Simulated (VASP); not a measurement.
# Si20GeH10 in VASP: further runs

The runs below take Si20GeH10 through single point, with PBE.

Program: VASP 6.6.1. These are calculated values, not measurements. Logs are shortened: lines on timing, memory, paths and dates and some standing lists are left out, and cuts for length are marked.

### Step 1. The cell of the first run

The cell holds a slab with vacuum, 31 atoms: a = 7.679 Å, b = 7.679 Å, c = 19.256 Å, α = 90.00°, β = 90.00°, γ = 90.00°.

### Step 2. Single point, PBE

The input, INCAR:

```
PREC     = Accurate       # precision mode
ENCUT    = 410            # plane-wave cutoff, eV
EDIFF    = 1E-6           # SCF threshold, eV
ISMEAR   = -1             # smearing method
SIGMA    = 0.02           # smearing width, eV
LREAL    = Auto         
LASPH    = True           # aspherical terms in the spheres
NELM     = 120            # most SCF steps
ALGO     = Normal         # electronic algorithm
ISIF     = 2              # what is computed and relaxed
LWAVE    = False          # write WAVECAR
LCHARG   = False          # write CHGCAR
GGA      = PE             # functional
NBANDS   = 73             # bands
GGA_COMPAT= False        
NELMDL   = -8
```

The input, KPOINTS:

```
Automatic mesh
0
Gamma
  1 1 1
```

The input, POSCAR:

```
Si20GeH10
1.0
    7.6791800000      0.0000000000      0.0000000000
    0.0000000000      7.6791800000      0.0000000000
    0.0000000000      0.0000000000     19.2555000000
H Si Ge
10 20 1
Direct
    0.4093926695      0.0000000000      0.0519332139
    0.0906086327      0.0000000000      0.0519332139
    0.9093939718      0.0000000000      0.0519332139
    0.5906099349      0.0000000000      0.0519332139
    0.4093926695      0.5000013022      0.0519332139
    0.0906086327      0.5000013022      0.0519332139
    0.9093939718      0.5000013022      0.0519332139
    0.5906099349      0.5000013022      0.0519332139
    0.2698334978      0.8098130269      0.5137285451
    0.5078016142      1.0408793647      0.4893043546
    0.2500006511      0.0000000000      0.0968814105
    0.7500019533      0.0000000000      0.0968814105
    0.2500006511      0.5000013022      0.0968814105
    0.7500019533      0.5000013022      0.0968814105
    0.2514851846      0.2503001623      0.1653553530
    0.7514604424      0.2520711847      0.1663057308
    0.2505085178      0.7510176868      0.1701903352
    0.7500540422      0.7506009756      0.1699098959
    0.0047531117      0.2453256728      0.2335852094
    0.5001575689      0.2457684284      0.2313365013
   -0.0009115557      0.7638315549      0.2440082054
    0.5018765024      0.7646519550      0.2439926255
    0.0028388448      0.0143244461      0.3151099686
    0.4973317464      0.0166944908      0.3098543273
   -0.0016408002      0.4988423243      0.3066448547
    0.5019546358      0.4989725465      0.3067279479
    0.2599756745      0.0573238288      0.3750772507
    0.7466552418      0.0893975659      0.3606657838
    0.2512377624      0.4068533359      0.3602191582
    0.7506660867      0.3771235991      0.3533743606
    0.4218940043      0.8618498329      0.4628651554
```

Potentials or basis: VASP PAW PBE potentials, release 64 (H, Si, Ge_d).

On the command line:

```
$ cat potpaw_PBE.64/H/POTCAR potpaw_PBE.64/Si/POTCAR potpaw_PBE.64/Ge_d/POTCAR > POTCAR
$ mpirun -np 1 vasp_gam > vasp.out
```

OUTCAR:

```text
PREC = Accurate
   ENCUT = 410
   EDIFF = 1E-6
   ISMEAR = -1
   LREAL = Auto
   LASPH = True
   NELM = 120
   ISIF = 2
   GGA = PE
   NELMDL = -8

 ion  position               nearest neighbor table
   1  0.409  0.000  0.052-  11 1.50
   2  0.091  0.000  0.052-  11 1.50
   3  0.909  0.000  0.052-  12 1.50
   4  0.591  0.000  0.052-  12 1.50
   5  0.409  0.500  0.052-  13 1.50
   6  0.091  0.500  0.052-  13 1.50
   7  0.909  0.500  0.052-  14 1.50
   8  0.591  0.500  0.052-  14 1.50
   9  0.270  0.810  0.514-  31 1.58
  10  0.508  0.041  0.489-  31 1.61
  11  0.250  0.000  0.097-   1 1.50   2 1.50  15 2.33  17 2.38
  12  0.750  0.000  0.097-   4 1.50   3 1.50  16 2.35  18 2.38
  13  0.250  0.500  0.097-   5 1.50   6 1.50  15 2.33  17 2.39
  14  0.750  0.500  0.097-   8 1.50   7 1.50  16 2.33  18 2.38
  15  0.251  0.250  0.165-  20 2.29  19 2.31  13 2.33  11 2.33
  16  0.751  0.252  0.166-  20 2.30  14 2.33  19 2.34  12 2.35
[... 9 lines left out ...]
  26  0.502  0.499  0.307-  29 2.30  30 2.31  22 2.37  20 2.43
  27  0.260  0.057  0.375-  24 2.24  23 2.31  31 2.58  29 2.70
  28  0.747  0.089  0.361-  30 2.21  24 2.22  23 2.23
  29  0.251  0.407  0.360-  26 2.30  25 2.31  27 2.70
  30  0.751  0.377  0.353-  28 2.21  25 2.30  26 2.31
  31  0.422  0.862  0.463-   9 1.58  10 1.61  27 2.58

  LATTYP: Found a simple tetragonal cell.
 ALAT       =     7.6791800000
 C/A-ratio  =     2.5074942898

  Lattice vectors:

 A1 = (   7.6791800000,   0.0000000000,   0.0000000000)
 A2 = (   0.0000000000,   7.6791800000,   0.0000000000)
 A3 = (   0.0000000000,   0.0000000000,  19.2555000000)

Analysis of symmetry for initial positions (statically):
=====================================================================
 Subroutine PRICEL returns:
 Original cell was already a primitive cell.

 Routine SETGRP: Setting up the symmetry group for a
 simple tetragonal supercell.

 Subroutine GETGRP returns: Found  1 space group operations
 (whereof  1 operations were pure point group operations)
 out of a pool of 16 trial point group operations.

The static configuration has the point symmetry C_1 .

Analysis of symmetry for dynamics (positions and initial velocities):
=====================================================================
 Subroutine PRICEL returns:
 Original cell was already a primitive cell.

 Routine SETGRP: Setting up the symmetry group for a
 simple tetragonal supercell.

 Subroutine GETGRP returns: Found  1 space group operations
 (whereof  1 operations were pure point group operations)
 out of a pool of 16 trial point group operations.

The dynamic configuration has the point symmetry C_1 .

 Subroutine INISYM returns: Found  1 space group operations
 (whereof  1 operations are pure point group operations),
 and found     1 'primitive' translations

----------------------------------------------------------------------------------------

                                     Primitive cell

  volume of cell :    1135.4931

  direct lattice vectors                    reciprocal lattice vectors
     7.679180000  0.000000000  0.000000000     0.130222237  0.000000000  0.000000000
     0.000000000  7.679180000  0.000000000     0.000000000  0.130222237  0.000000000
     0.000000000  0.000000000 19.255500000     0.000000000  0.000000000  0.051933214

  length of vectors
     7.679180000  7.679180000 19.255500000     0.130222237  0.130222237  0.051933214

  position of ions in fractional coordinates (direct lattice)
     0.409392670  0.000000000  0.051933214
     0.090608633  0.000000000  0.051933214
     0.909393972  0.000000000  0.051933214
     0.590609935  0.000000000  0.051933214
     0.409392670  0.500001302  0.051933214
     0.090608633  0.500001302  0.051933214
[... 23 lines left out ...]
     0.750666087  0.377123599  0.353374361
     0.421894004  0.861849833  0.462865155

  ion indices of the primitive-cell ions
   primitive index   ion index
                 1           1
                 2           2
                 3           3
                 4           4
                 5           5
                 6           6
[... 23 lines left out ...]
                30          30
                31          31

----------------------------------------------------------------------------------------

 KPOINTS: Automatic mesh

Automatic generation of k-mesh.
 Grid dimensions read from file:
 generate k-points for:    1    1    1

 Generating k-lattice:

  Cartesian coordinates                     Fractional coordinates (reciprocal lattice)
     0.130222237  0.000000000  0.000000000     1.000000000  0.000000000  0.000000000
     0.000000000  0.130222237  0.000000000     0.000000000  1.000000000  0.000000000
     0.000000000  0.000000000  0.051933214     0.000000000  0.000000000  1.000000000

  Length of vectors
     0.130222237  0.130222237  0.051933214

  Shift w.r.t. Gamma in fractional coordinates (k-lattice)
     0.000000000  0.000000000  0.000000000

 Subroutine IBZKPT returns following result:
 ===========================================

 Found      1 irreducible k-points:

 Following reciprocal coordinates:
            Coordinates               Weight
  0.000000  0.000000  0.000000      1.000000
   k-points           NKPTS =      1   k-points in BZ     NKDIM =      1   number of bands    NBANDS=     73
   number of dos      NEDOS =    301   number of ions     NIONS =     31
   total plane-waves  NPLWV = 373248
   dimension x,y,z NGX =    54 NGY =   54 NGZ =  128
   dimension x,y,z NGXF=   108 NGYF=  108 NGZF=  256
   ions per type =              10  20   1
   NGX,Y,Z   is equivalent  to a cutoff of  11.69, 11.69, 11.05 a.u.
   NGXF,Y,Z  is equivalent  to a cutoff of  23.38, 23.38, 22.10 a.u.
 SYSTEM =  unknown system
   PREC   = accura    normal or accurate (medium, high low for compatibility)
   ISTART =      0    job   : 0-new  1-cont  2-samecut
   ICHARG =      2    charge: 1-file 2-atom 10-const
   ISPIN  =      1    spin polarized calculation?
   LNONCOLLINEAR =      F non collinear calculations
   LSORBIT =      F    spin-orbit coupling
   LASPH  =      T    aspherical Exc in radial PAW
   ENCUT  =  410.0 eV  30.13 Ry    5.49 a.u.  12.68 12.68 31.79*2*pi/ulx,y,z
   NELM   =    120;   NELMIN=  2; NELMDL= -8     # of ELM steps
   EDIFF  = 0.1E-05   stopping-criterion for ELM
   LREAL  =      T    real-space projection
   EDIFFG = 0.1E-04   stopping-criterion for IOM
   NSW    =      0    number of steps for IOM
   IBRION =     -1    ionic relax: 0-MD 1-quasi-New 2-CG
   NFREE  =      0    steps in history (QN), initial steepest desc. (CG)
   ISIF   =      2    stress and relaxation
   ISYM   =      2    0-nonsym 1-usesym 2-fastsym
   POTIM  = 0.5000    time-step for ionic-motion
   TEBEG  =    0.0;   TEEND  =   0.0 temperature during run
   PSTRESS=    0.0 pullay stress
   NELECT =     104.0000    total number of electrons
   NUPDOWN=      -1.0000    fix difference up-down
   EMIN   =  10.00;   EMAX   =-10.00  energy-range for DOS
   EFERMI =   0.00;   METHOD = LEGACY
   ISMEAR =    -1;   SIGMA  =   0.02  broadening in eV -4-tet -1-fermi 0-gaus
   EFERMI_NEDOS =   21; number of points for ismear=-14 and -15
   IALGO  =     38    algorithm
   IMIX   =      4    mixing-type and parameters
     AMIX     =   0.40;   BMIX     =  1.00
     AMIX_MAG =   1.60;   BMIX_MAG =  1.00
  volume/ion in A,a.u.               =      36.63       247.18
  Fermi-wavevector in a.u.,A,eV,Ry     =   0.737946  1.394515  7.409242  0.544564
  Thomas-Fermi vector in A             =   1.831750
   LORBIT       =      0    0 simple, 1 ext, 2 COOP (PROOUT), +10 PAW based schemes
   GGA     = PE    functional components
   LHFCALC =     F    Hartree Fock is set to
   AEXX    =    0.0000 exact exchange contribution
   IVDW    =     0    specifies the selected vdW correction
   LEPSILON=     F    determine dielectric tensor
   LRPA    =     F    only Hartree local field effects (RPA)
 non-spin polarized calculation
  energy-cutoff  :      410.00
  volume of cell :     1135.49
 maximum number of plane-waves:     10696
 NGX is ok and might be reduce to    50
   NGX = 25   NGY = 25   NGZ = 63

 number of electron     104.0000001 magnetization

 Free energy of the ion-electron system (eV)
  ---------------------------------------------------
  ext. energy  EPLUGINS =         0.00000000
  ---------------------------------------------------
  free energy    TOTEN  =      -131.29975224 eV

  energy without entropy =     -131.29842671  energy(sigma->0) =     -131.29908948

 E-fermi :  -0.8147     XC(G=0):  -4.6103

 val. band max:       -0.9357187571   @ k =   0.0000   0.0000   0.0000
 cond. band min:      -0.6936681821   @ k =   0.0000   0.0000   0.0000
 fundamental gap:      0.2420505750
 Fermi energy:        -0.8146932458

 k-point     1 :       0.0000    0.0000    0.0000
  band No.  band energies     occupation
      1     -24.2368      2.00000
      2     -24.1741      2.00000
      3     -24.1570      2.00000
      4     -24.1038      2.00000
      5     -24.0497      2.00000
      6     -12.4060      2.00000
[... 56 lines left out ...]
     63       1.8748      0.00000
     64       1.9241      0.00000
 [bands above 64 left out]

------------------------ aborting loop because EDIFF is reached ----------------------------------------

  FORCE on cell =-STRESS in cart. coord.  units (eV):
  Direction    XX          YY          ZZ          XY          YZ          ZX
  --------------------------------------------------------------------------------------
  -------------------------------------------------------------------------------------
  Total       39.3611967      7.6515895     -5.4406196     -0.2127922      0.9419202     -2.6824650
  in kB       55.5385300     10.7963698     -7.6766979     -0.3002492      1.3290466     -3.7849500
  external PRESSURE =      19.5527340 kB  Pullay stress =       0.0000000 kB

 VOLUME and BASIS-vectors are now :
 -----------------------------------------------------------------------------
  energy-cutoff  :      410.00
  volume of cell :     1135.49
      direct lattice vectors                 reciprocal lattice vectors
     7.679180000  0.000000000  0.000000000     0.130222237  0.000000000  0.000000000
     0.000000000  7.679180000  0.000000000     0.000000000  0.130222237  0.000000000
     0.000000000  0.000000000 19.255500000     0.000000000  0.000000000  0.051933214

 POSITION                                       TOTAL-FORCE (eV/Angst)
 -----------------------------------------------------------------------------------
      3.14380      0.00000      1.00000        -0.972552     -0.094568      0.100365
      0.69580      0.00000      1.00000         0.982231     -0.083585      0.112242
      6.98340      0.00000      1.00000        -0.971243     -0.028439      0.107154
      4.53540      0.00000      1.00000         0.942981      0.031384      0.127419
      3.14380      3.83960      1.00000        -0.997397      0.090556      0.154277
      0.69580      3.83960      1.00000         0.968532      0.101105      0.153634
[... 23 lines left out ...]
      5.76450      2.89600      6.80440        -0.017234      0.748907     -0.565122
      3.23980      6.61830      8.91270        -0.413521      0.711470     -0.774478
 -----------------------------------------------------------------------------------
    total drift:                                0.000643      0.000455      0.002074

  FREE ENERGIE OF THE ION-ELECTRON SYSTEM (eV)
  ---------------------------------------------------
  free  energy   TOTEN  =      -131.2997522432 eV

  energy  without entropy=     -131.2984267136  energy(sigma->0) =     -131.29908948
```

It took 1.8 min on 1 thread of Intel Xeon 6975P-C (Granite Rapids), shared host; peak memory 0.69 GiB.

Results:

| Quantity | Value |
| --- | --- |
| Free energy | -131.2998 eV |
| Largest force | 1.260 eV/Å |

Forces in eV/Å, atoms in the order of the input:
```
H   -0.973 -0.095  0.100
H    0.982 -0.084  0.112
H   -0.971 -0.028  0.107
H    0.943  0.031  0.127
H   -0.997  0.091  0.154
H    0.969  0.101  0.154
H   -0.988  0.091  0.093
H    0.990  0.030  0.144
H    0.157  0.198  0.328
H   -0.223 -0.422  0.317
Si  -0.017 -0.112  0.005
Si   0.080 -0.081  0.168
Si  -0.028  0.201  0.083
Si   0.111  0.222  0.082
Si  -0.020 -0.209 -0.279
Si   0.178 -0.128 -0.178
Si   0.021  0.160  0.286
Si   0.005  0.149  0.119
Si  -0.004  0.230  0.227
Si   0.061  0.475  0.158
Si  -0.025 -0.419 -0.214
Si   0.021 -0.652 -0.373
Si   0.684 -0.560 -0.797
Si  -0.312 -0.583 -1.073
Si  -0.022 -0.103  0.108
Si   0.086 -0.038  0.054
Si  -0.458  0.299  1.038
Si   0.236  0.244  0.330
Si  -0.057 -0.469 -0.044
Si  -0.017  0.749 -0.565
Ge  -0.414  0.711 -0.774
```

Levels at points of the mesh, in eV from the Fermi level:
```
           k point  band 50  band 51  band 52  band 53  band 54  band 55
(0.00, 0.00, 0.00)    -0.55    -0.34    -0.12     0.12     0.83     1.20
```

Caveat: the k points lie up to 0.82 Å⁻¹ apart.

### Step 3. Single point, PBE

The input, INCAR:

```
SYSTEM = Si20GeH10
PREC     = Accurate       ! precision mode
ENCUT    = 410            ! plane-wave cutoff, eV
EDIFF    = 1E-6           ! SCF threshold, eV
ISMEAR   = -1             ! smearing method
SIGMA    = 0.02           ! smearing width, eV
LREAL    = Auto         
LASPH    = .TRUE.         ! aspherical terms in the spheres
NELM     = 120            ! most SCF steps
ALGO     = Normal         ! electronic algorithm
ISIF     = 2              ! what is computed and relaxed
LWAVE    = .FALSE.        ! write WAVECAR
LCHARG   = .TRUE.         ! write CHGCAR
GGA      = PE             ! functional
LELF     = .TRUE.         ! ELF
LVHAR    = .TRUE.       
NBANDS   = 73             ! bands
GGA_COMPAT= .FALSE.      
NELMDL   = -8
```

The input, KPOINTS:

```
Automatic mesh
0
G
  1 1 1
  0 0 0
```

The input, POSCAR:

```
Si20GeH10
1.0
    7.6791800000      0.0000000000      0.0000000000
    0.0000000000      7.6791800000      0.0000000000
    0.0000000000      0.0000000000     19.2555000000
H Si Ge
10 20 1
Direct
    0.4093926695      0.0000000000      0.0519332139
    0.0906086327      0.0000000000      0.0519332139
    0.9093939718      0.0000000000      0.0519332139
    0.5906099349      0.0000000000      0.0519332139
    0.4093926695      0.5000013022      0.0519332139
    0.0906086327      0.5000013022      0.0519332139
    0.9093939718      0.5000013022      0.0519332139
    0.5906099349      0.5000013022      0.0519332139
    0.3504931516      0.7706421779      0.4890239152
    0.6134378931      0.9526668212      0.4406221599
    0.2500006511      0.0000000000      0.0968814105
    0.7500019533      0.0000000000      0.0968814105
    0.2500006511      0.5000013022      0.0968814105
    0.7500019533      0.5000013022      0.0968814105
    0.2535817626      0.2506778067      0.1591441406
    0.7616307991      0.2482035842      0.1618290878
    0.2500266956      0.7533095982      0.1750668640
    0.7516687980      0.7527756870      0.1721118641
    0.0098838678      0.2489328288      0.2313884345
    0.5072677031      0.2631661193      0.2241437511
   -0.0011589779      0.7461864418      0.2437900859
    0.5021239247      0.7429829747      0.2411934253
    0.0163559130      0.0038024893      0.3052842045
    0.4727197435      0.0198068023      0.2949079484
    0.0081388898      0.4960425462      0.3071641869
    0.4957560573      0.4950528572      0.3065513749
    0.2280842486      0.0818576983      0.3742774792
    0.7487387976      0.0815451650      0.3417465140
    0.2471618063      0.3882706226      0.3651787801
    0.7517859980      0.3895858672      0.3370257848
    0.4210996487      0.8609773439      0.4202227935
```

Potentials or basis: VASP PAW PBE potentials, release 64 (H, Si, Ge_d).

On the command line:

```
$ cat potpaw_PBE.64/H/POTCAR potpaw_PBE.64/Si/POTCAR potpaw_PBE.64/Ge_d/POTCAR > POTCAR
$ mpirun -np 1 vasp_gam > vasp.out
```

It took 1.9 min on 1 thread of Intel Xeon 6975P-C (Granite Rapids), shared host; peak memory 0.72 GiB.

The run converged. Its results:

```yaml
Free_energy: -131.1201 eV
Largest_force: 2.164 eV/Å
```

Forces on the atoms (eV/Å):
```
H   -0.998 -0.144  0.097
H    0.963 -0.104  0.139
H   -0.975 -0.220  0.065
H    0.955 -0.097  0.135
H   -0.963  0.093  0.121
H    0.884  0.067  0.034
H   -0.878  0.202  0.031
H    0.934  0.043  0.175
H   -0.046  0.205 -0.080
H   -0.541  0.198 -0.216
Si   0.082 -0.646 -0.043
Si   0.115 -0.410 -0.130
Si  -0.281  0.905 -0.095
Si   0.290  0.441 -0.046
Si   0.161  0.026  0.474
Si  -0.022  0.194  0.211
Si  -0.003 -0.494 -1.121
Si  -0.129 -0.439 -0.482
Si  -0.323 -0.043 -0.124
Si   0.319 -0.218  0.202
Si   0.249  0.559 -0.396
Si  -0.278  1.522  0.132
Si  -0.934 -0.663 -0.936
Si   0.211 -0.994 -0.381
Si   0.198 -0.531  0.112
Si  -0.543 -0.094  0.266
Si   1.940  0.725  0.627
Si  -1.273  0.658  0.215
Si   0.172  0.488  0.243
Si   0.048 -0.622  0.195
Ge   0.667 -0.608  0.574
```

Levels at points of the mesh, in eV from the Fermi level:
| k point | band 49 | band 50 | band 51 | band 52 | band 53 | band 54 | band 55 | band 56 |
| --- | --- | --- | --- | --- | --- | --- | --- | --- |
| (0.00, 0.00, 0.00) | -0.82 | -0.57 | -0.28 | -0.03 | 0.03 | 1.02 | 1.14 | 1.48 |

Caveat: the k points lie up to 0.82 Å⁻¹ apart.

[end of part 1 of 2]
